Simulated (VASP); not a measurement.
# Ce (Fd-3m) in VASP: single point with PBE

Aim: the single point of Ce with PBE.

All numbers are computed with VASP 6.6.1; they aren't measurements. Logs are shortened: lines on timing, memory, paths and dates and some standing lists are left out, and cuts for length are marked.

### Step 1. The cell of the first run

It takes space group Fd-3m (No. 227, cubic). The conventional cell has a = 6.246 Å, b = 6.246 Å, c = 6.246 Å, α = 90.00°, β = 90.00°, γ = 90.00°. Within 3.6 Å of Ce (site symmetry -43m) lie 4 Ce at 2.70 Å.

### Step 2. Single point, PBE

Input file INCAR:

```
SYSTEM = Ce
PREC = Accurate
ENCUT = 520
EDIFF = 1E-7
ISMEAR = -1
SIGMA = 0.13605693000000002
LREAL = .FALSE.
LASPH = .TRUE.
NELM = 100
ALGO = Normal
ISIF = 2
LWAVE = .FALSE.
LCHARG = .FALSE.
GGA = PE
NBANDS = 19
```

Input file KPOINTS:

```
regular mesh
0
G
  8 8 8
  0 0 0
```

Input file POSCAR:

```
Ce
1.0
    0.0000000000      3.1227599947      3.1227599947
    3.1227599947      0.0000000000      3.1227599947
    3.1227599947      3.1227599947      0.0000000000
Ce
2
Direct
    0.0000000000      0.0000000000      0.0000000000
    0.2500000000      0.2500000000      0.2500000000
```

Potentials or basis: VASP PAW PBE potentials, release 64 (Ce).

Run with:

```console
> cat potpaw_PBE.64/Ce/POTCAR > POTCAR
> mpirun -np 1 vasp_std > vasp.out
```

OUTCAR:

```text
SYSTEM = Ce
   PREC = Accurate
   ENCUT = 520
   EDIFF = 1E-7
   ISMEAR = -1
   LREAL = .FALSE.
   LASPH = .TRUE.
   NELM = 100
   ISIF = 2
   GGA = PE

 ion  position               nearest neighbor table
   1  0.000  0.000  0.000-   2 2.70   2 2.70   2 2.70   2 2.70
   2  0.250  0.250  0.250-   1 2.70   1 2.70   1 2.70   1 2.70

  LATTYP: Found a face centered cubic cell.
 ALAT       =     6.2455199894

  Lattice vectors:

 A1 = (   0.0000000000,   3.1227599947,   3.1227599947)
 A2 = (   3.1227599947,   0.0000000000,   3.1227599947)
 A3 = (   3.1227599947,   3.1227599947,   0.0000000000)

Analysis of symmetry for initial positions (statically):
=====================================================================
 Subroutine PRICEL returns:
 Original cell was already a primitive cell.

 Routine SETGRP: Setting up the symmetry group for a
 face centered cubic supercell.

 Subroutine GETGRP returns: Found 48 space group operations
 (whereof 24 operations were pure point group operations)
 out of a pool of 48 trial point group operations.

The static configuration has the point symmetry T_d .
 The point group associated with its full space group is O_h .

Analysis of symmetry for dynamics (positions and initial velocities):
=====================================================================
 Subroutine PRICEL returns:
 Original cell was already a primitive cell.

 Routine SETGRP: Setting up the symmetry group for a
 face centered cubic supercell.

 Subroutine GETGRP returns: Found 48 space group operations
 (whereof 24 operations were pure point group operations)
 out of a pool of 48 trial point group operations.

The dynamic configuration has the point symmetry T_d .
 The point group associated with its full space group is O_h .

 Subroutine INISYM returns: Found 48 space group operations
 (whereof 24 operations are pure point group operations),
 and found     1 'primitive' translations

----------------------------------------------------------------------------------------

                                     Primitive cell

  volume of cell :      60.9040

  direct lattice vectors                    reciprocal lattice vectors
     0.000000000  3.122759995  3.122759995    -0.160114771  0.160114771  0.160114771
     3.122759995  0.000000000  3.122759995     0.160114771 -0.160114771  0.160114771
     3.122759995  3.122759995  0.000000000     0.160114771  0.160114771 -0.160114771

  length of vectors
     4.416249537  4.416249537  4.416249537     0.277326918  0.277326918  0.277326918

  position of ions in fractional coordinates (direct lattice)
     0.000000000  0.000000000  0.000000000
     0.250000000  0.250000000  0.250000000

  ion indices of the primitive-cell ions
   primitive index   ion index
                 1           1
                 2           2

----------------------------------------------------------------------------------------

 KPOINTS: regular mesh

Automatic generation of k-mesh.
 Grid dimensions read from file:
 generate k-points for:    8    8    8

 Generating k-lattice:

  Cartesian coordinates                     Fractional coordinates (reciprocal lattice)
    -0.020014346  0.020014346  0.020014346     0.125000000  0.000000000  0.000000000
     0.020014346 -0.020014346  0.020014346     0.000000000  0.125000000  0.000000000
     0.020014346  0.020014346 -0.020014346     0.000000000  0.000000000  0.125000000

  Length of vectors
     0.034665865  0.034665865  0.034665865

  Shift w.r.t. Gamma in fractional coordinates (k-lattice)
     0.000000000  0.000000000  0.000000000

 Subroutine IBZKPT returns following result:
 ===========================================

 Found     29 irreducible k-points:

 Following reciprocal coordinates:
            Coordinates               Weight
  0.000000  0.000000  0.000000      1.000000
  0.125000  0.000000  0.000000      8.000000
  0.250000  0.000000  0.000000      8.000000
  0.375000  0.000000  0.000000      8.000000
  0.500000  0.000000  0.000000      4.000000
  0.125000  0.125000  0.000000      6.000000
[... 16 lines left out ...]
  0.500000  0.250000  0.125000     48.000000
 -0.375000  0.250000  0.125000     24.000000
 [... further k-points ...]
   k-points           NKPTS =     29   k-points in BZ     NKDIM =     29   number of bands    NBANDS=     19
   number of dos      NEDOS =    301   number of ions     NIONS =      2
   total plane-waves  NPLWV =  46656
   dimension x,y,z NGX =    36 NGY =   36 NGZ =   36
   dimension x,y,z NGXF=    72 NGYF=   72 NGZF=   72
   ions per type =               2
   NGX,Y,Z   is equivalent  to a cutoff of  13.55, 13.55, 13.55 a.u.
   NGXF,Y,Z  is equivalent  to a cutoff of  27.10, 27.10, 27.10 a.u.
 SYSTEM =  Ce
   PREC   = accura    normal or accurate (medium, high low for compatibility)
   ISTART =      0    job   : 0-new  1-cont  2-samecut
   ICHARG =      2    charge: 1-file 2-atom 10-const
   ISPIN  =      1    spin polarized calculation?
   LNONCOLLINEAR =      F non collinear calculations
   LSORBIT =      F    spin-orbit coupling
   LASPH  =      T    aspherical Exc in radial PAW
   ENCUT  =  520.0 eV  38.22 Ry    6.18 a.u.   8.21  8.21  8.21*2*pi/ulx,y,z
   NELM   =    100;   NELMIN=  2; NELMDL= -5     # of ELM steps
   EDIFF  = 0.1E-06   stopping-criterion for ELM
   LREAL  =      F    real-space projection
   EDIFFG = 0.1E-05   stopping-criterion for IOM
   NSW    =      0    number of steps for IOM
   IBRION =     -1    ionic relax: 0-MD 1-quasi-New 2-CG
   NFREE  =      0    steps in history (QN), initial steepest desc. (CG)
   ISIF   =      2    stress and relaxation
   ISYM   =      2    0-nonsym 1-usesym 2-fastsym
   POTIM  = 0.5000    time-step for ionic-motion
   TEBEG  =    0.0;   TEEND  =   0.0 temperature during run
   PSTRESS=    0.0 pullay stress
   NELECT =      24.0000    total number of electrons
   NUPDOWN=      -1.0000    fix difference up-down
   EMIN   =  10.00;   EMAX   =-10.00  energy-range for DOS
   EFERMI =   0.00;   METHOD = LEGACY
   ISMEAR =    -1;   SIGMA  =   0.14  broadening in eV -4-tet -1-fermi 0-gaus
   EFERMI_NEDOS =   21; number of points for ismear=-14 and -15
   IALGO  =     38    algorithm
   IMIX   =      4    mixing-type and parameters
     AMIX     =   0.40;   BMIX     =  1.00
     AMIX_MAG =   1.60;   BMIX_MAG =  1.00
  volume/ion in A,a.u.               =      30.45       205.50
  Fermi-wavevector in a.u.,A,eV,Ry     =   1.200227  2.268100 19.599795  1.440544
  Thomas-Fermi vector in A             =   2.336068
   LORBIT       =      0    0 simple, 1 ext, 2 COOP (PROOUT), +10 PAW based schemes
   GGA     = PE    functional components
   LHFCALC =     F    Hartree Fock is set to
   AEXX    =    0.0000 exact exchange contribution
   IVDW    =     0    specifies the selected vdW correction
   LEPSILON=     F    determine dielectric tensor
   LRPA    =     F    only Hartree local field effects (RPA)
 non-spin polarized calculation
  energy-cutoff  :      520.00
  volume of cell :       60.90
 maximum number of plane-waves:      1676
 NGX is ok and might be reduce to    36
   NGX = 17   NGY = 17   NGZ = 17

 number of electron      24.0000000 magnetization

 Free energy of the ion-electron system (eV)
  ---------------------------------------------------
  ext. energy  EPLUGINS =         0.00000000
  ---------------------------------------------------
  free energy    TOTEN  =       -10.62671447 eV

  energy without entropy =      -10.15114128  energy(sigma->0) =      -10.38892787

 E-fermi :   7.3845     XC(G=0): -10.3085

 val. band max:        7.3705187973   @ k =  -0.3750   0.2500   0.1250
 cond. band min:       7.3903877587   @ k =   0.5000   0.3750   0.0000
 fundamental gap:      0.0198689614
 Fermi energy:         7.3844885051

 k-point     1 :       0.0000    0.0000    0.0000
  band No.  band energies     occupation
      1     -28.0388      2.00000
      2     -25.5819      2.00000
      3     -11.3156      2.00000
      4     -11.3156      2.00000
      5     -11.3156      2.00000
      6      -8.6237      2.00000
[... 11 lines left out ...]
     18       7.9737      0.02597
     19       8.9189      0.00003

 k-point     2 :       0.1250    0.0000    0.0000
  band No.  band energies     occupation
      1     -27.9805      2.00000
      2     -25.6667      2.00000
      3     -11.3787      2.00000
      4     -11.3787      2.00000
      5     -11.3157      2.00000
      6      -8.5615      2.00000
[... 11 lines left out ...]
     18       8.0181      0.01881
     19       8.6926      0.00013

 k-point     3 :       0.2500    0.0000    0.0000
  band No.  band energies     occupation
      1     -27.8195      2.00000
      2     -25.8907      2.00000
      3     -11.5169      2.00000
      4     -11.5169      2.00000
      5     -11.3304      2.00000
      6      -8.3830      2.00000
[... 11 lines left out ...]
     18       8.2613      0.00317
     19       8.2613      0.00317

 k-point     4 :       0.3750    0.0000    0.0000
  band No.  band energies     occupation
      1     -27.6131      2.00000
      2     -26.1587      2.00000
      3     -11.6395      2.00000
      4     -11.6395      2.00000
      5     -11.3620      2.00000
      6      -8.1665      2.00000
[... 11 lines left out ...]
     18       8.4489      0.00080
     19       8.5773      0.00031

 k-point     5 :       0.5000    0.0000    0.0000
  band No.  band energies     occupation
      1     -27.5025      2.00000
      2     -26.2950      2.00000
      3     -11.6867      2.00000
      4     -11.6867      2.00000
      5     -11.3791      2.00000
      6      -8.0661      2.00000
[... 11 lines left out ...]
     18       8.5863      0.00029
     19       8.5974      0.00027
[... 334 lines left out ...]
      2     -26.9264      2.00000
      3     -12.0633      2.00000
      4     -12.0633      2.00000
      5      -9.8389      2.00000
      6      -9.8389      2.00000
[... 11 lines left out ...]
     18       8.2398      0.00371
     19       8.6492      0.00018

 k-point    22 :       0.3750    0.2500    0.1250
  band No.  band energies     occupation
      1     -27.6722      2.00000
      2     -26.0839      2.00000
      3     -11.8499      2.00000
      4     -11.6806      2.00000
      5     -10.8818      2.00000
      6      -8.8380      2.00000
[... 11 lines left out ...]
     18       8.2785      0.00280
     19       8.4283      0.00093

 k-point    23 :       0.5000    0.2500    0.1250
  band No.  band energies     occupation
      1     -27.4611      2.00000
      2     -26.3435      2.00000
      3     -12.0228      2.00000
      4     -11.7884      2.00000
      5     -10.7127      2.00000
      6      -8.8612      2.00000
[... 11 lines left out ...]
     18       8.3393      0.00179
     19       8.5794      0.00031

 k-point    24 :      -0.3750    0.2500    0.1250
  band No.  band energies     occupation
      1     -27.3386      2.00000
      2     -26.4860      2.00000
      3     -12.0841      2.00000
      4     -11.8377      2.00000
      5     -10.6458      2.00000
      6      -8.8601      2.00000
[... 11 lines left out ...]
     18       8.4471      0.00081
     19       8.5162      0.00049

 [... further k-points ...]

------------------------ aborting loop because EDIFF is reached ----------------------------------------

  FORCE on cell =-STRESS in cart. coord.  units (eV):
  Direction    XX          YY          ZZ          XY          YZ          ZX
  --------------------------------------------------------------------------------------
  -------------------------------------------------------------------------------------
  Total       -0.0698640     -0.0698640     -0.0698640      0.0000000      0.0000000      0.0000000
  in kB       -1.8378852     -1.8378852     -1.8378852      0.0000000      0.0000000      0.0000000
  external PRESSURE =      -1.8378852 kB  Pullay stress =       0.0000000 kB

 VOLUME and BASIS-vectors are now :
 -----------------------------------------------------------------------------
  energy-cutoff  :      520.00
  volume of cell :       60.90
      direct lattice vectors                 reciprocal lattice vectors
     0.000000000  3.122759995  3.122759995    -0.160114771  0.160114771  0.160114771
     3.122759995  0.000000000  3.122759995     0.160114771 -0.160114771  0.160114771
     3.122759995  3.122759995  0.000000000     0.160114771  0.160114771 -0.160114771

 POSITION                                       TOTAL-FORCE (eV/Angst)
 -----------------------------------------------------------------------------------
      0.00000      0.00000      0.00000         0.000000      0.000000      0.000000
      1.56138      1.56138      1.56138        -0.000000     -0.000000     -0.000000
 -----------------------------------------------------------------------------------
    total drift:                                0.000000      0.000000      0.000000

  FREE ENERGIE OF THE ION-ELECTRON SYSTEM (eV)
  ---------------------------------------------------
  free  energy   TOTEN  =       -10.6267144678 eV

  energy  without entropy=      -10.1511412772  energy(sigma->0) =      -10.38892787
```

Run time: 55 s. Hardware: 1 thread of Intel Xeon Platinum 8488C (Sapphire Rapids), shared host; peak memory 0.22 GiB.

What came out:

| Item | Value |
| --- | --- |
| Free energy | -10.6267 eV |
| Pressure | -0.2 GPa |
| Band gap on the k mesh | zero (band 12 reaches 7.77 eV, above the bottom of band 13 at 7.14 eV) |

Caveat: spin-orbit coupling is left out, which moves the levels of the heavy elements. Spin polarisation is off, so any magnetic state and its effect on volume and gap are missing.
